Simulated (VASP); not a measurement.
A run of VASP 6.6.1 is set up as follows.

POSCAR

```
KCl
1.0
    0.0000000000      3.1191736568      3.1191736568
    3.1191736568      0.0000000000      3.1191736568
    3.1191736568      3.1191736568      0.0000000000
K Cl
1 1
Direct
    0.0000000000      0.0000000000      0.0000000000
    0.5000000000      0.5000000000      0.5000000000
```

The input INCAR.step1:

```
SYSTEM = KCl
PREC = Accurate
ENCUT = 520
ISMEAR = -1
SIGMA = 0.03
LREAL = .False.
LASPH = .True.
NELM = 100
NBANDS = 15
GGA = PE
ALGO = Normal
EDIFF = 1E-4
LWAVE = .True.
LCHARG = .False.
```

File INCAR.step2:

```
SYSTEM = KCl
PREC = Accurate
ENCUT = 520
EDIFF = 1E-6
ISMEAR = -1
SIGMA = 0.03
LREAL = .False.
LASPH = .True.
NELM = 100
ALGO = Normal
ISIF = 2
LWAVE = .False.
LCHARG = .False.
METAGGA = R2SCAN
LMIXTAU = .True.
LUSE_VDW = .True.
IVDW_NL = 2
BPARAM = 11.95
CPARAM = 0.0093
NBANDS = 15
ISTART = 1
```

File KPOINTS:

```
regular mesh
0
Gamma
  8 8 8
  0 0 0
```

Potentials or basis: VASP PAW PBE potentials, release 64 (K_sv, Cl).

Launch:

```bash
$ cat potpaw_PBE.64/K_sv/POTCAR potpaw_PBE.64/Cl/POTCAR > POTCAR
$ cp INCAR.step1 INCAR
$ mpirun -np 1 vasp_std > vasp.out
$ cp INCAR.step2 INCAR
$ mpirun -np 1 vasp_std > vasp.out
```

Estimate the pressure.

0.0 GPa.

What does it give for the band gap on the k mesh?

5.81 eV, direct.

Caveat: the PAW data sets were made with another functional, which shifts forces and pressure a little. A k mesh can miss the band edges.
